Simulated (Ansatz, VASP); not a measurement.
# GaAs in VASP and in Ansatz

```xyz
2
Lattice="0.0000 2.8269 2.8269 2.8269 0.0000 2.8269 2.8269 2.8269 0.0000" Properties=species:S:1:pos:R:3 pbc="T T T"
Ga    0.0000    0.0000    0.0000
As    4.2403    4.2403    4.2403
```

Alike in both runs: task single point; functional PBE; k mesh 4 × 4 × 4; occupations gaussian, width 0.05 eV; no spin polarisation.

|  | VASP | Ansatz |
| --- | --- | --- |
| version | VASP 6.6.1 | Ansatz 0.2.0 |
| potentials or method | VASP PAW PBE potentials, release 64 (Ga_d, As), cutoff 520 eV | scalar-relativistic, plane waves, PAW |
| valence electrons in the cell | 18 | 28 |

```tsv
	VASP	Ansatz	Ansatz less VASP
gap on the k mesh at the Fermi level (eV)	0.51	0.50	-0.005
least direct gap on the mesh (eV)	0.51	0.50	-0.005
pressure (GPa)	3.7	3.5	-0.20
```

The functional is the same, so the differences come from potentials, cutoffs and numerics. VASP's potentials hold 18 valence electrons a cell and Ansatz's 28, so a difference there can come from the potentials and not from the codes.

The k mesh is coarse, so the values compare programs but aren't converged.
